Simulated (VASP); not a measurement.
# SnTe (rocksalt type) (Fm-3m) in VASP: notebook

SnTe (rocksalt type) is run at these levels: LDA; tasks: single point.

Program: VASP 6.6.1. These are calculated values, not measurements. Logs are shortened: lines on timing, memory, paths and dates and some standing lists are left out, and cuts for length are marked.

## 1. The cell of the first run

The structure is cubic, space group Fm-3m (No. 225). The conventional cell has a = 5.109 Å, b = 5.109 Å, c = 5.109 Å, α = 90.00°, β = 90.00°, γ = 90.00°. Within 3.4 Å of Sn (site symmetry m-3m) lie 6 Te at 2.55 Å. Within 3.4 Å of Te (site symmetry m-3m) lie 6 Sn at 2.55 Å.

## 2. Single point, LDA (volume scaled by 0.55)

File INCAR:

```
SYSTEM = SnTe
PREC = Accurate ; ENCUT = 520
EDIFF = 1E-6 ; ISMEAR = -1
SIGMA = 0.08 ; LREAL = .False.
LASPH = .True. ; NELM = 100
ALGO = Normal ; ISIF = 2
LWAVE = .False. ; LCHARG = .False.
GGA = CA ; NBANDS = 17
```

File KPOINTS:

```
Automatic mesh
0
Gamma
  13 13 13
  0 0 0
```

File POSCAR:

```
SnTe
1.0
    0.0000000000      2.5543598004      2.5543598004
    2.5543598004      0.0000000000      2.5543598004
    2.5543598004      2.5543598004      0.0000000000
Sn Te
1 1
Direct
    0.0000000000      0.0000000000      0.0000000000
    0.5000000000      0.5000000000      0.5000000000
```

Potentials or basis: VASP PAW LDA potentials, release 64 (Sn_d, Te).

The run is started by

```sh
cat potpaw_LDA.64/Sn_d/POTCAR potpaw_LDA.64/Te/POTCAR > POTCAR
mpirun -np 1 vasp_std > vasp.out
```

OUTCAR:

```text
SYSTEM = SnTe
   PREC = Accurate
   ENCUT = 520
   EDIFF = 1E-6
   ISMEAR = -1
   LREAL = .False.
   LASPH = .True.
   NELM = 100
   ISIF = 2
   GGA = CA

 ion  position               nearest neighbor table
   1  0.000  0.000  0.000-   2 2.55   2 2.55   2 2.55   2 2.55   2 2.55   2 2.55
   2  0.500  0.500  0.500-   1 2.55   1 2.55   1 2.55   1 2.55   1 2.55   1 2.55

  LATTYP: Found a face centered cubic cell.
 ALAT       =     5.1087196008

  Lattice vectors:

 A1 = (   0.0000000000,   2.5543598004,   2.5543598004)
 A2 = (   2.5543598004,   0.0000000000,   2.5543598004)
 A3 = (   2.5543598004,   2.5543598004,   0.0000000000)

Analysis of symmetry for initial positions (statically):
=====================================================================
 Subroutine PRICEL returns:
 Original cell was already a primitive cell.

 Routine SETGRP: Setting up the symmetry group for a
 face centered cubic supercell.

 Subroutine GETGRP returns: Found 48 space group operations
 (whereof 48 operations were pure point group operations)
 out of a pool of 48 trial point group operations.

The static configuration has the point symmetry O_h .

Analysis of symmetry for dynamics (positions and initial velocities):
=====================================================================
 Subroutine PRICEL returns:
 Original cell was already a primitive cell.

 Routine SETGRP: Setting up the symmetry group for a
 face centered cubic supercell.

 Subroutine GETGRP returns: Found 48 space group operations
 (whereof 48 operations were pure point group operations)
 out of a pool of 48 trial point group operations.

The dynamic configuration has the point symmetry O_h .

 Subroutine INISYM returns: Found 48 space group operations
 (whereof 48 operations are pure point group operations),
 and found     1 'primitive' translations

----------------------------------------------------------------------------------------

                                     Primitive cell

  volume of cell :      33.3331

  direct lattice vectors                    reciprocal lattice vectors
     0.000000000  2.554359800  2.554359800    -0.195743763  0.195743763  0.195743763
     2.554359800  0.000000000  2.554359800     0.195743763 -0.195743763  0.195743763
     2.554359800  2.554359800  0.000000000     0.195743763  0.195743763 -0.195743763

  length of vectors
     3.612410273  3.612410273  3.612410273     0.339038143  0.339038143  0.339038143

  position of ions in fractional coordinates (direct lattice)
     0.000000000  0.000000000  0.000000000
     0.500000000  0.500000000  0.500000000

  ion indices of the primitive-cell ions
   primitive index   ion index
                 1           1
                 2           2

----------------------------------------------------------------------------------------

 KPOINTS: Automatic mesh

Automatic generation of k-mesh.
 Grid dimensions read from file:
 generate k-points for:   13   13   13

 Generating k-lattice:

  Cartesian coordinates                     Fractional coordinates (reciprocal lattice)
    -0.015057213  0.015057213  0.015057213     0.076923077  0.000000000  0.000000000
     0.015057213 -0.015057213  0.015057213     0.000000000  0.076923077  0.000000000
     0.015057213  0.015057213 -0.015057213     0.000000000  0.000000000  0.076923077

  Length of vectors
     0.026079857  0.026079857  0.026079857

  Shift w.r.t. Gamma in fractional coordinates (k-lattice)
     0.000000000  0.000000000  0.000000000

 Subroutine IBZKPT returns following result:
 ===========================================

 Found     84 irreducible k-points:

 Following reciprocal coordinates:
            Coordinates               Weight
  0.000000  0.000000  0.000000      1.000000
  0.076923  0.000000  0.000000      8.000000
  0.153846  0.000000  0.000000      8.000000
  0.230769  0.000000  0.000000      8.000000
  0.307692  0.000000  0.000000      8.000000
  0.384615  0.000000  0.000000      8.000000
[... 16 lines left out ...]
  0.384615  0.153846  0.000000     24.000000
  0.461538  0.153846  0.000000     24.000000
 [... further k-points ...]
   k-points           NKPTS =     84   k-points in BZ     NKDIM =     84   number of bands    NBANDS=     17
   number of dos      NEDOS =    301   number of ions     NIONS =      2
   total plane-waves  NPLWV =  21952
   dimension x,y,z NGX =    28 NGY =   28 NGZ =   28
   dimension x,y,z NGXF=    56 NGYF=   56 NGZF=   56
   ions per type =               1   1
   NGX,Y,Z   is equivalent  to a cutoff of  12.89, 12.89, 12.89 a.u.
   NGXF,Y,Z  is equivalent  to a cutoff of  25.77, 25.77, 25.77 a.u.
 SYSTEM =  SnTe
   PREC   = accura    normal or accurate (medium, high low for compatibility)
   ISTART =      0    job   : 0-new  1-cont  2-samecut
   ICHARG =      2    charge: 1-file 2-atom 10-const
   ISPIN  =      1    spin polarized calculation?
   LNONCOLLINEAR =      F non collinear calculations
   LSORBIT =      F    spin-orbit coupling
   LASPH  =      T    aspherical Exc in radial PAW
   ENCUT  =  520.0 eV  38.22 Ry    6.18 a.u.   6.72  6.72  6.72*2*pi/ulx,y,z
   NELM   =    100;   NELMIN=  2; NELMDL= -5     # of ELM steps
   EDIFF  = 0.1E-05   stopping-criterion for ELM
   LREAL  =      F    real-space projection
   EDIFFG = 0.1E-04   stopping-criterion for IOM
   NSW    =      0    number of steps for IOM
   IBRION =     -1    ionic relax: 0-MD 1-quasi-New 2-CG
   NFREE  =      0    steps in history (QN), initial steepest desc. (CG)
   ISIF   =      2    stress and relaxation
   ISYM   =      2    0-nonsym 1-usesym 2-fastsym
   POTIM  = 0.5000    time-step for ionic-motion
   TEBEG  =    0.0;   TEEND  =   0.0 temperature during run
   PSTRESS=    0.0 pullay stress
   NELECT =      20.0000    total number of electrons
   NUPDOWN=      -1.0000    fix difference up-down
   EMIN   =  10.00;   EMAX   =-10.00  energy-range for DOS
   EFERMI =   0.00;   METHOD = LEGACY
   ISMEAR =    -1;   SIGMA  =   0.08  broadening in eV -4-tet -1-fermi 0-gaus
   EFERMI_NEDOS =   21; number of points for ismear=-14 and -15
   IALGO  =     38    algorithm
   IMIX   =      4    mixing-type and parameters
     AMIX     =   0.40;   BMIX     =  1.00
     AMIX_MAG =   1.60;   BMIX_MAG =  1.00
  volume/ion in A,a.u.               =      16.67       112.47
  Fermi-wavevector in a.u.,A,eV,Ry     =   1.380785  2.609305 25.940426  1.906568
  Thomas-Fermi vector in A             =   2.505630
   LORBIT       =      0    0 simple, 1 ext, 2 COOP (PROOUT), +10 PAW based schemes
   GGA     = CA    functional components
   LHFCALC =     F    Hartree Fock is set to
   AEXX    =    0.0000 exact exchange contribution
   IVDW    =     0    specifies the selected vdW correction
   LEPSILON=     F    determine dielectric tensor
   LRPA    =     F    only Hartree local field effects (RPA)
 non-spin polarized calculation
  energy-cutoff  :      520.00
  volume of cell :       33.33
 maximum number of plane-waves:       914
   NGX = 13   NGY = 13   NGZ = 13

 number of electron      19.9999992 magnetization

 Free energy of the ion-electron system (eV)
  ---------------------------------------------------
  ext. energy  EPLUGINS =         0.00000000
  ---------------------------------------------------
  free energy    TOTEN  =        -3.17346093 eV

  energy without entropy =       -3.16042427  energy(sigma->0) =       -3.16694260

 E-fermi :  17.2546     XC(G=0): -12.7809

 val. band max:       17.2464866172   @ k =  -0.3077   0.0769   0.0000
 cond. band min:      17.2548620465   @ k =   0.1538   0.1538   0.0000
 fundamental gap:      0.0083754294
 Fermi energy:        17.2546073147

 k-point     1 :       0.0000    0.0000    0.0000
  band No.  band energies     occupation
      1      -5.8589      2.00000
      2      -5.8589      2.00000
      3      -5.7855      2.00000
      4      -5.7855      2.00000
      5      -5.7855      2.00000
      6      -1.9488      2.00000
[... 9 lines left out ...]
     16      21.9077      0.00000
     17      21.9077      0.00000

 k-point     2 :       0.0769    0.0000    0.0000
  band No.  band energies     occupation
      1      -5.8649      2.00000
      2      -5.8649      2.00000
      3      -5.7863      2.00000
      4      -5.7819      2.00000
      5      -5.7819      2.00000
      6      -1.8436      2.00000
[... 9 lines left out ...]
     16      21.6200      0.00000
     17      22.8622      0.00000

 k-point     3 :       0.1538    0.0000    0.0000
  band No.  band energies     occupation
      1      -5.8827      2.00000
      2      -5.8827      2.00000
      3      -5.7889      2.00000
      4      -5.7705      2.00000
      5      -5.7705      2.00000
      6      -1.5284      2.00000
[... 9 lines left out ...]
     16      21.9035      0.00000
     17      24.8982      0.00000

 k-point     4 :       0.2308    0.0000    0.0000
  band No.  band energies     occupation
      1      -5.9094      2.00000
      2      -5.9094      2.00000
      3      -5.7937      2.00000
      4      -5.7527      2.00000
      5      -5.7527      2.00000
      6      -1.0068      2.00000
[... 9 lines left out ...]
     16      22.7155      0.00000
     17      27.3360      0.00000
[... 343 lines left out ...]
      1      -6.0032      2.00000
      2      -5.8707      2.00000
      3      -5.8045      2.00000
      4      -5.7400      2.00000
      5      -5.7253      2.00000
      6      -0.3791      2.00000
[... 9 lines left out ...]
     16      25.2975      0.00000
     17      28.1853      0.00000

 k-point    23 :       0.3846    0.1538    0.0000
  band No.  band energies     occupation
      1      -6.0262      2.00000
      2      -5.8985      2.00000
      3      -5.8019      2.00000
      4      -5.7318      2.00000
      5      -5.7074      2.00000
      6       0.4034      2.00000
[... 9 lines left out ...]
     16      26.9130      0.00000
     17      29.4568      0.00000

 k-point    24 :       0.4615    0.1538    0.0000
  band No.  band energies     occupation
      1      -6.0344      2.00000
      2      -5.9273      2.00000
      3      -5.7977      2.00000
      4      -5.7257      2.00000
      5      -5.6973      2.00000
      6       1.2961      2.00000
[... 9 lines left out ...]
     16      28.3894      0.00000
     17      28.4371      0.00000

 [... further k-points ...]

------------------------ aborting loop because EDIFF is reached ----------------------------------------

  FORCE on cell =-STRESS in cart. coord.  units (eV):
  Direction    XX          YY          ZZ          XY          YZ          ZX
  --------------------------------------------------------------------------------------
  -------------------------------------------------------------------------------------
  Total       24.2246817     24.2246817     24.2246817      0.0000000      0.0000000     -0.0000000
  in kB     1164.3738792   1164.3738792   1164.3738792      0.0000000      0.0000000     -0.0000000
  external PRESSURE =    1164.3738792 kB  Pullay stress =       0.0000000 kB

 VOLUME and BASIS-vectors are now :
 -----------------------------------------------------------------------------
  energy-cutoff  :      520.00
  volume of cell :       33.33
      direct lattice vectors                 reciprocal lattice vectors
     0.000000000  2.554359800  2.554359800    -0.195743763  0.195743763  0.195743763
     2.554359800  0.000000000  2.554359800     0.195743763 -0.195743763  0.195743763
     2.554359800  2.554359800  0.000000000     0.195743763  0.195743763 -0.195743763

 POSITION                                       TOTAL-FORCE (eV/Angst)
 -----------------------------------------------------------------------------------
      0.00000      0.00000      0.00000        -0.000000      0.000000      0.000000
      2.55436      2.55436      2.55436         0.000000     -0.000000     -0.000000
 -----------------------------------------------------------------------------------
    total drift:                               -0.000000      0.000000      0.000000

  FREE ENERGIE OF THE ION-ELECTRON SYSTEM (eV)
  ---------------------------------------------------
  free  energy   TOTEN  =        -3.1734609318 eV

  energy  without entropy=       -3.1604242720  energy(sigma->0) =       -3.16694260
```

It took 16 s on 1 thread of Intel Xeon 6975P-C (Granite Rapids), shared host; peak memory 0.17 GiB.

What came out:

```
Free energy : -3.1735 eV
Pressure    : 116.4 GPa
```

Levels at points of the mesh, in eV from the Fermi level:
| k point | band 6 | band 7 | band 8 | band 9 | band 10 | band 11 | band 12 | band 13 | band 14 | band 15 |
| --- | --- | --- | --- | --- | --- | --- | --- | --- | --- | --- |
| (0.00, 0.00, 0.00) | -19.20 | -3.76 | -3.76 | -3.76 | 0.07 | 3.85 | 3.85 | 3.85 | 4.16 | 4.65 |

Caveat: the cell differs from its parent crystal (volume scaled by 0.55); this odd mesh misses L, where the gap lies, so gap, dielectric constants and Born charges aren't listed; spin-orbit coupling is left out, which moves the levels of the heavy elements.

## 3. Single point, LDA (volume scaled by 0.88)

File INCAR:

```
  ALGO = Normal
  EDIFF = 1E-6
  ENCUT = 520
  ISIF = 2
  ISMEAR = -1
  LASPH = True
  LCHARG = False
  LREAL = False
  LWAVE = False
  NBANDS = 17
  NELM = 100
  PREC = Accurate
  SIGMA = 0.08
```

File KPOINTS:

```
k-points
0
Gamma
  13 13 13
```

File POSCAR:

```
SnTe
1.0
    0.0000000000      2.9875973465      2.9875973465
    2.9875973465      0.0000000000      2.9875973465
    2.9875973465      2.9875973465      0.0000000000
Sn Te
1 1
Direct
    0.0000000000      0.0000000000      0.0000000000
    0.5000000000      0.5000000000      0.5000000000
```

Potentials or basis: VASP PAW LDA potentials, release 64 (Sn_d, Te).

The run is started by

```sh
cat potpaw_LDA.64/Sn_d/POTCAR potpaw_LDA.64/Te/POTCAR > POTCAR
mpirun -np 1 vasp_std > vasp.out
```

It took 20 s on 1 thread of Intel Xeon 6975P-C (Granite Rapids), shared host; peak memory 0.2 GiB.

It converged, with:

* Free energy: -8.6547 eV
* Pressure: 8.6 GPa

Levels at points of the mesh, in eV from the Fermi level:
| k point | band 8 | band 9 | band 10 | band 11 | band 12 | band 13 |
| --- | --- | --- | --- | --- | --- | --- |
| (0.00, 0.00, 0.00) | -2.57 | -2.57 | -2.57 | 3.63 | 3.63 | 3.63 |

Caveat: the cell differs from its parent crystal (volume scaled by 0.88); this odd mesh misses L, where the gap lies, so gap, dielectric constants and Born charges aren't listed; spin-orbit coupling is left out, which moves the levels of the heavy elements.

## 4. Single point, LDA

This run uses another cell than the first one, of 30.30 Å³/atom, 1.818 times its volume.

File INCAR:

```
PREC = Accurate
ENCUT = 520
EDIFF = 1E-6
ISMEAR = -1
SIGMA = 0.08
LREAL = F
LASPH = T
NELM = 100
ALGO = Normal
ISIF = 2
LWAVE = F
LCHARG = T
LELF = T
LVHAR = T
NBANDS = 17
```

File KPOINTS:

```
Automatic mesh
0
Gamma
  13 13 13
```

File POSCAR:

```
SnTe
1.0
    0.0000000000      3.1176534677      3.1176534677
    3.1176534677      0.0000000000      3.1176534677
    3.1176534677      3.1176534677      0.0000000000
Sn Te
1 1
Direct
    0.0000000000      0.0000000000      0.0000000000
    0.5000000000      0.5000000000      0.5000000000
```

The run is started by

```sh
cat potpaw_LDA.64/Sn_d/POTCAR potpaw_LDA.64/Te/POTCAR > POTCAR
mpirun -np 1 vasp_std > vasp.out
```

Run time: 32 s. Hardware: 1 thread of Intel Xeon 6975P-C (Granite Rapids), shared host; peak memory 0.22 GiB.

Results (log left out):

```
Free energy : -8.8331 eV
Pressure    : 0.0 GPa
```

Levels at points of the mesh, in eV from the Fermi level:
```tsv
k point	band 6	band 7	band 8	band 9	band 10	band 11	band 12	band 13	band 14	band 15
(0.00, 0.00, 0.00)	-13.03	-4.64	-2.18	-2.18	-2.18	3.38	3.38	3.38	4.75	4.75
```

Caveat: this odd mesh misses L, where the gap lies, so gap, dielectric constants and Born charges aren't listed; spin-orbit coupling is left out, which moves the levels of the heavy elements.

## 5. The runs side by side

| cell | pressure (GPa) |
| --- | --- |
| a = 3.612 Å, angles 60.0°, 2 atoms | 116.4 |
| a = 4.225 Å, angles 60.0°, 2 atoms | 8.6 |
| a = 4.409 Å, angles 60.0°, 2 atoms | 0.0 |

Alike in all rows: task single point; level LDA; potentials or basis VASP PAW LDA potentials, release 64 (Sn_d, Te); no spin polarisation; k mesh 13 × 13 × 13; cutoff (eV) 520; smearing fermi-dirac 0.08 eV.

Caveats: spin-orbit coupling is left out, which moves the levels of the heavy elements.

Absolute energies hang on the potentials; compare differences alone.
